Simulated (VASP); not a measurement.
# ZrS (I4/mmm) in VASP: notebook

Runs on ZrS. Level: PBEsol. Tasks: single point.

Program: VASP 6.6.1. These are calculated values, not measurements. Logs are shortened: lines on timing, memory, paths and dates and some standing lists are left out, and cuts for length are marked.

## Step 1: The cell of the first run

It takes space group I4/mmm (No. 139, tetragonal). The conventional cell has a = 3.712 Å, b = 3.712 Å, c = 5.407 Å, α = 90.00°, β = 90.00°, γ = 90.00°. Zr (site symmetry 4/mmm) has 6 S at 2.62 to 2.70 Å within 3.5 Å. Within 3.5 Å of S (site symmetry 4/mmm) lie 6 Zr at 2.62 to 2.70 Å.

## Step 2: Single point, PBEsol (strain +0.000 along x and y, +0.030 along z)

File INCAR:

```
ALGO = Normal
EDIFF = 1E-6
ENCUT = 520
GGA = PS
ISIF = 2
ISMEAR = 0
LASPH = T
LCHARG = F
LREAL = F
LWAVE = F
NBANDS = 16
NELM = 80
PREC = Accurate
SIGMA = 0.15
```

File KPOINTS:

```
k-points
0
Gamma
  16 16 16
```

File POSCAR:

```
ZrS
1.0
    0.0000000000      2.6250000000      2.7037500000
    2.6250000000      0.0000000000      2.7037500000
    2.6250000000      2.6250000000      0.0000000000
Zr S
1 1
Direct
    0.0000000000      0.0000000000      0.0000000000
    0.5000000000      0.5000000000      0.5000000000
```

Potentials or basis: VASP PAW PBE potentials, release 64 (Zr_sv, S).

Launch:

```bash
$ cat potpaw_PBE.64/Zr_sv/POTCAR potpaw_PBE.64/S/POTCAR > POTCAR
$ mpirun -np 1 vasp_std > vasp.out
```

OUTCAR:

```text
EDIFF = 1E-6
   ENCUT = 520
   GGA = PS
   ISIF = 2
   ISMEAR = 0
   LASPH = T
   LREAL = F
   NELM = 80
   PREC = Accurate

 ion  position               nearest neighbor table
   1  0.000  0.000  0.000-   2 2.62   2 2.62   2 2.62   2 2.62   2 2.70   2 2.70
   2  0.500  0.500  0.500-   1 2.62   1 2.62   1 2.62   1 2.62   1 2.70   1 2.70

  LATTYP: Found a body centered tetragonal cell.
 ALAT       =     3.7123106012
 C/A-ratio  =     1.4566399692

  Lattice vectors:

 A1 = (  -2.6250000000,   0.0000000000,   2.7037500000)
 A2 = (   2.6250000000,   0.0000000000,   2.7037500000)
 A3 = (   0.0000000000,   2.6250000000,  -2.7037500000)

Analysis of symmetry for initial positions (statically):
=====================================================================
 Subroutine PRICEL returns:
 Original cell was already a primitive cell.

 Routine SETGRP: Setting up the symmetry group for a
 body centered tetragonal supercell.

 Subroutine GETGRP returns: Found 16 space group operations
 (whereof 16 operations were pure point group operations)
 out of a pool of 16 trial point group operations.

The static configuration has the point symmetry D_4h.

Analysis of symmetry for dynamics (positions and initial velocities):
=====================================================================
 Subroutine PRICEL returns:
 Original cell was already a primitive cell.

 Routine SETGRP: Setting up the symmetry group for a
 body centered tetragonal supercell.

 Subroutine GETGRP returns: Found 16 space group operations
 (whereof 16 operations were pure point group operations)
 out of a pool of 16 trial point group operations.

The dynamic configuration has the point symmetry D_4h.

 Subroutine INISYM returns: Found 16 space group operations
 (whereof 16 operations are pure point group operations),
 and found     1 'primitive' translations

----------------------------------------------------------------------------------------

                                     Primitive cell

  volume of cell :      37.2611

  direct lattice vectors                    reciprocal lattice vectors
     0.000000000  2.625000000  2.703750000    -0.190476190  0.190476190  0.184928340
     2.625000000  0.000000000  2.703750000     0.190476190 -0.190476190  0.184928340
     2.625000000  2.625000000  0.000000000     0.190476190  0.190476190 -0.184928340

  length of vectors
     3.768406701  3.768406701  3.712310601     0.326742788  0.326742788  0.326742788

  position of ions in fractional coordinates (direct lattice)
     0.000000000  0.000000000  0.000000000
     0.500000000  0.500000000  0.500000000

  ion indices of the primitive-cell ions
   primitive index   ion index
                 1           1
                 2           2

----------------------------------------------------------------------------------------

 KPOINTS: k-points

Automatic generation of k-mesh.
 Grid dimensions read from file:
 generate k-points for:   16   16   16

 Generating k-lattice:

  Cartesian coordinates                     Fractional coordinates (reciprocal lattice)
    -0.011904762  0.011904762  0.011558021     0.062500000 -0.000000000  0.000000000
     0.011904762 -0.011904762  0.011558021    -0.000000000  0.062500000  0.000000000
     0.011904762  0.011904762 -0.011558021     0.000000000  0.000000000  0.062500000

  Length of vectors
     0.020421424  0.020421424  0.020421424

  Shift w.r.t. Gamma in fractional coordinates (k-lattice)
     0.000000000  0.000000000  0.000000000

 Subroutine IBZKPT returns following result:
 ===========================================

 Found    349 irreducible k-points:

 Following reciprocal coordinates:
            Coordinates               Weight
  0.000000  0.000000  0.000000      1.000000
  0.062500 -0.000000  0.000000      8.000000
  0.125000 -0.000000  0.000000      8.000000
  0.187500 -0.000000  0.000000      8.000000
  0.250000 -0.000000  0.000000      8.000000
  0.312500 -0.000000  0.000000      8.000000
[... 16 lines left out ...]
 -0.125000  0.062500  0.000000      8.000000
 -0.062500  0.062500  0.000000      4.000000
 [... further k-points ...]
   k-points           NKPTS =    349   k-points in BZ     NKDIM =    349   number of bands    NBANDS=     16
   number of dos      NEDOS =    301   number of ions     NIONS =      2
   total plane-waves  NPLWV =  21952
   dimension x,y,z NGX =    28 NGY =   28 NGZ =   28
   dimension x,y,z NGXF=    56 NGYF=   56 NGZF=   56
   ions per type =               1   1
   NGX,Y,Z   is equivalent  to a cutoff of  12.35, 12.35, 12.54 a.u.
   NGXF,Y,Z  is equivalent  to a cutoff of  24.70, 24.70, 25.08 a.u.
 SYSTEM =  unknown system
   PREC   = accura    normal or accurate (medium, high low for compatibility)
   ISTART =      0    job   : 0-new  1-cont  2-samecut
   ICHARG =      2    charge: 1-file 2-atom 10-const
   ISPIN  =      1    spin polarized calculation?
   LNONCOLLINEAR =      F non collinear calculations
   LSORBIT =      F    spin-orbit coupling
   LASPH  =      T    aspherical Exc in radial PAW
   ENCUT  =  520.0 eV  38.22 Ry    6.18 a.u.   7.01  7.01  6.90*2*pi/ulx,y,z
   NELM   =     80;   NELMIN=  2; NELMDL= -5     # of ELM steps
   EDIFF  = 0.1E-05   stopping-criterion for ELM
   LREAL  =      F    real-space projection
   EDIFFG = 0.1E-04   stopping-criterion for IOM
   NSW    =      0    number of steps for IOM
   IBRION =     -1    ionic relax: 0-MD 1-quasi-New 2-CG
   NFREE  =      0    steps in history (QN), initial steepest desc. (CG)
   ISIF   =      2    stress and relaxation
   ISYM   =      2    0-nonsym 1-usesym 2-fastsym
   POTIM  = 0.5000    time-step for ionic-motion
   TEBEG  =    0.0;   TEEND  =   0.0 temperature during run
   PSTRESS=    0.0 pullay stress
   NELECT =      18.0000    total number of electrons
   NUPDOWN=      -1.0000    fix difference up-down
   EMIN   =  10.00;   EMAX   =-10.00  energy-range for DOS
   EFERMI =   0.00;   METHOD = LEGACY
   ISMEAR =     0;   SIGMA  =   0.15  broadening in eV -4-tet -1-fermi 0-gaus
   EFERMI_NEDOS =   21; number of points for ismear=-14 and -15
   IALGO  =     38    algorithm
   IMIX   =      4    mixing-type and parameters
     AMIX     =   0.40;   BMIX     =  1.00
     AMIX_MAG =   1.60;   BMIX_MAG =  1.00
  volume/ion in A,a.u.               =      18.63       125.73
  Fermi-wavevector in a.u.,A,eV,Ry     =   1.284539  2.427427 22.450162  1.650040
  Thomas-Fermi vector in A             =   2.416727
   LORBIT       =      0    0 simple, 1 ext, 2 COOP (PROOUT), +10 PAW based schemes
   GGA     = PS    functional components
   LHFCALC =     F    Hartree Fock is set to
   AEXX    =    0.0000 exact exchange contribution
   IVDW    =     0    specifies the selected vdW correction
   LEPSILON=     F    determine dielectric tensor
   LRPA    =     F    only Hartree local field effects (RPA)
 non-spin polarized calculation
 Gauss-broadening in eV      SIGMA  =   0.15
  energy-cutoff  :      520.00
  volume of cell :       37.26
 maximum number of plane-waves:      1026
   NGX = 13   NGY = 13   NGZ = 13

 number of electron      18.0000002 magnetization

 Free energy of the ion-electron system (eV)
  ---------------------------------------------------
  ext. energy  EPLUGINS =         0.00000000
  ---------------------------------------------------
  free energy    TOTEN  =       -16.42120300 eV

  energy without entropy =      -16.40650683  energy(sigma->0) =      -16.41385492

 E-fermi :  10.2375     XC(G=0): -11.3179

 val. band max:       10.2366155276   @ k =  -0.2500   0.2500   0.0625
 cond. band min:      10.2544688139   @ k =   0.5000   0.1875   0.1250
 fundamental gap:      0.0178532863
 Fermi energy:        10.2375476906

 k-point     1 :       0.0000    0.0000    0.0000
  band No.  band energies     occupation
      1     -39.7091      2.00000
      2     -17.7070      2.00000
      3     -17.7070      2.00000
      4     -17.6939      2.00000
      5      -5.4434      2.00000
      6       6.7013      2.00000
[... 8 lines left out ...]
     15      17.3619      0.00000
     16      22.2125      0.00000

 k-point     2 :       0.0625   -0.0000    0.0000
  band No.  band energies     occupation
      1     -39.7082      2.00000
      2     -17.7174      2.00000
      3     -17.7078      2.00000
      4     -17.6970      2.00000
      5      -5.3964      2.00000
      6       6.4253      2.00000
[... 8 lines left out ...]
     15      17.5217      0.00000
     16      21.8757      0.00000

 k-point     3 :       0.1250   -0.0000    0.0000
  band No.  band energies     occupation
      1     -39.7058      2.00000
      2     -17.7509      2.00000
      3     -17.7101      2.00000
      4     -17.7020      2.00000
      5      -5.2603      2.00000
      6       5.7351      2.00000
[... 8 lines left out ...]
     15      17.9239      0.00000
     16      21.1249      0.00000

 k-point     4 :       0.1875   -0.0000    0.0000
  band No.  band energies     occupation
      1     -39.7022      2.00000
      2     -17.8018      2.00000
      3     -17.7135      2.00000
      4     -17.7080      2.00000
      5      -5.0488      2.00000
      6       4.9259      2.00000
[... 8 lines left out ...]
     15      18.2209      0.00000
     16      20.5072      0.00000
[... 324 lines left out ...]
 k-point    22 :      -0.1875    0.0625    0.0000
  band No.  band energies     occupation
      1     -39.7000      2.00000
      2     -17.8302      2.00000
      3     -17.7178      2.00000
      4     -17.7108      2.00000
      5      -4.9198      2.00000
      6       4.5140      2.00000
[... 8 lines left out ...]
     15      18.2358      0.00000
     16      19.6304      0.00000

 k-point    23 :      -0.1250    0.0625    0.0000
  band No.  band energies     occupation
      1     -39.7039      2.00000
      2     -17.7780      2.00000
      3     -17.7089      2.00000
      4     -17.7081      2.00000
      5      -5.1490      2.00000
      6       5.2575      2.00000
[... 8 lines left out ...]
     15      18.1574      0.00000
     16      20.5802      0.00000

 k-point    24 :      -0.0625    0.0625    0.0000
  band No.  band energies     occupation
      1     -39.7068      2.00000
      2     -17.7390      2.00000
      3     -17.7070      2.00000
      4     -17.7009      2.00000
      5      -5.3137      2.00000
      6       5.9514      2.00000
[... 8 lines left out ...]
     15      17.7713      0.00000
     16      21.5501      0.00000

 [... further k-points ...]
[... 5 lines left out ...]
  --------------------------------------------------------------------------------------
  -------------------------------------------------------------------------------------
  Total       -1.7346955     -1.7346955     -2.9878600      0.0000000      0.0000000      0.0000000
  in kB      -74.5896707    -74.5896707   -128.4741289      0.0000000      0.0000000      0.0000000
  external PRESSURE =     -92.5511568 kB  Pullay stress =       0.0000000 kB

 VOLUME and BASIS-vectors are now :
 -----------------------------------------------------------------------------
  energy-cutoff  :      520.00
  volume of cell :       37.26
      direct lattice vectors                 reciprocal lattice vectors
     0.000000000  2.625000000  2.703750000    -0.190476190  0.190476190  0.184928340
     2.625000000  0.000000000  2.703750000     0.190476190 -0.190476190  0.184928340
     2.625000000  2.625000000  0.000000000     0.190476190  0.190476190 -0.184928340

 POSITION                                       TOTAL-FORCE (eV/Angst)
 -----------------------------------------------------------------------------------
      0.00000      0.00000      0.00000        -0.000000      0.000000      0.000000
      2.62500      2.62500      2.70375         0.000000     -0.000000     -0.000000
 -----------------------------------------------------------------------------------
    total drift:                                0.000000      0.000000      0.000000

  FREE ENERGIE OF THE ION-ELECTRON SYSTEM (eV)
  ---------------------------------------------------
  free  energy   TOTEN  =       -16.4212029995 eV

  energy  without entropy=      -16.4065068344  energy(sigma->0) =      -16.41385492
```

Run time: 80 s. Hardware: 1 thread of Intel Xeon 6975P-C (Granite Rapids), shared host; peak memory 0.31 GiB.

Results:

* Free energy: -16.4212 eV
* Pressure: -9.3 GPa
* Band gap on the k mesh: zero (band 9 reaches 11.59 eV, above the bottom of band 10 at 9.04 eV)

Levels at points of the mesh, in eV from the Fermi level:
```tsv
k point	band 6	band 7	band 8	band 9	band 10	band 11	band 12	band 13
(0.00, 0.00, 0.00)	-3.54	-3.48	-3.48	-1.49	-1.19	-1.19	-0.75	-0.60
(0.50, 0.00, 0.00)	-7.87	-5.86	-5.83	1.35	1.45	1.69	1.85	5.09
(0.50, 0.50, 0.00)	-6.30	-4.35	-4.35	-3.33	0.41	2.27	2.27	2.67
(0.50, 0.00, 0.50)	-6.14	-4.48	-4.47	-3.31	0.53	2.14	2.35	2.66
```

Caveat: the cell differs from its parent crystal (strain +0.000 along x and y, +0.030 along z); the PAW data sets were made with another functional, which shifts forces and pressure a little.

## Step 3: Single point, PBEsol (strain +0.015 along x and y, +0.000 along z)

File INCAR:

```
SYSTEM = ZrS
ALGO = Normal ; EDIFF = 1E-7
ENCUT = 520 ; GGA = PS
ISIF = 2 ; ISMEAR = 0
LASPH = .True. ; LCHARG = .False.
LREAL = .False. ; LWAVE = .False.
NBANDS = 16 ; NELM = 100
PREC = Accurate ; SIGMA = 0.15
```

File KPOINTS:

```
k-points
0
Gamma
  16 16 16
  0 0 0
```

File POSCAR:

```
ZrS
1.0
    0.0000000000      2.6643750000      2.6250000000
    2.6643750000      0.0000000000      2.6250000000
    2.6643750000      2.6643750000      0.0000000000
Zr S
1 1
Direct
    0.0000000000      0.0000000000      0.0000000000
    0.5000000000      0.5000000000      0.5000000000
```

Potentials or basis: VASP PAW PBE potentials, release 64 (Zr_sv, S).

Launch:

```bash
$ cat potpaw_PBE.64/Zr_sv/POTCAR potpaw_PBE.64/S/POTCAR > POTCAR
$ mpirun -np 1 vasp_std > vasp.out
```

Run time: 82 s. Hardware: 1 thread of Intel Xeon 6975P-C (Granite Rapids), shared host; peak memory 0.31 GiB.

It converged, with:

* Free energy: -16.4298 eV
* Pressure: -9.5 GPa
* Band gap on the k mesh: zero (band 9 reaches 11.60 eV, above the bottom of band 10 at 8.89 eV)

Stress tensor (GPa, compression positive):
```
-10.53   0.00   0.00
  0.00 -10.53   0.00
  0.00   0.00  -7.40
```

Levels at points of the mesh, in eV from the Fermi level:
| k point | band 7 | band 8 | band 9 | band 10 | band 11 | band 12 |
| --- | --- | --- | --- | --- | --- | --- |
| (0.00, 0.00, 0.00) | -3.52 | -3.49 | -1.35 | -1.35 | -1.20 | -0.68 |
| (0.50, 0.00, 0.00) | -5.86 | -5.84 | 1.36 | 1.42 | 1.67 | 1.84 |
| (0.50, 0.50, 0.00) | -4.48 | -4.48 | -3.31 | 0.53 | 2.24 | 2.24 |
| (0.50, 0.00, 0.50) | -4.42 | -4.42 | -3.32 | 0.46 | 2.21 | 2.30 |

Caveat: the cell differs from its parent crystal (strain +0.015 along x and y, +0.000 along z); the PAW data sets were made with another functional, which shifts forces and pressure a little.

## Step 4: Single point, PBEsol (strain +0.030 along x and y, +0.000 along z)

File INCAR:

```
SYSTEM = ZrS
  PREC = Accurate
  ENCUT = 520
  EDIFF = 1E-7
  ISMEAR = 0
  SIGMA = 0.15
  LREAL = .FALSE.
  LASPH = .TRUE.
  NELM = 100
  ALGO = Normal
  ISIF = 2
  LWAVE = .FALSE.
  LCHARG = .TRUE.
  GGA = PS
  LELF = .TRUE.
  LVHAR = .TRUE.
  NBANDS = 16
```

File KPOINTS:

```
Automatic mesh
0
G
  16 16 16
  0 0 0
```

File POSCAR:

```
ZrS
1.0
    0.0000000000      2.7037500000      2.6250000000
    2.7037500000      0.0000000000      2.6250000000
    2.7037500000      2.7037500000      0.0000000000
Zr S
1 1
Direct
    0.0000000000      0.0000000000      0.0000000000
    0.5000000000      0.5000000000      0.5000000000
```

Launch:

```bash
$ cat potpaw_PBE.64/Zr_sv/POTCAR potpaw_PBE.64/S/POTCAR > POTCAR
$ mpirun -np 1 vasp_std > vasp.out
```

Wall time 2.2 min (1 thread of AMD EPYC 9R45 (Zen 5), shared host); peak memory 0.29 GiB.

The run converged. Its results:

```
Free energy            : -16.3451 eV
Pressure               : -12.1 GPa
Band gap on the k mesh : zero (band 9 reaches 11.16 eV, above the bottom of band 10 at 8.56 eV)
```

Stress tensor (GPa, compression positive):
```
-13.92   0.00   0.00
  0.00 -13.92   0.00
  0.00   0.00  -8.41
```

Levels at points of the mesh, in eV from the Fermi level:
```csv
k point,band 6,band 7,band 8,band 9,band 10,band 11,band 12,band 13
"(0.00, 0.00, 0.00)",-3.50,-3.50,-3.45,-1.33,-1.33,-1.05,-0.67,-0.61
"(0.50, 0.00, 0.00)",-7.72,-5.75,-5.72,1.28,1.39,1.60,1.82,4.88
"(0.50, 0.50, 0.00)",-6.02,-4.49,-4.49,-3.17,0.56,2.13,2.13,2.52
"(0.50, 0.00, 0.50)",-6.18,-4.36,-4.36,-3.19,0.42,2.07,2.24,2.55
```

Caveat: the cell differs from its parent crystal (strain +0.030 along x and y, +0.000 along z); the PAW data sets were made with another functional, which shifts forces and pressure a little.

(Continued in part 2 of 2.)
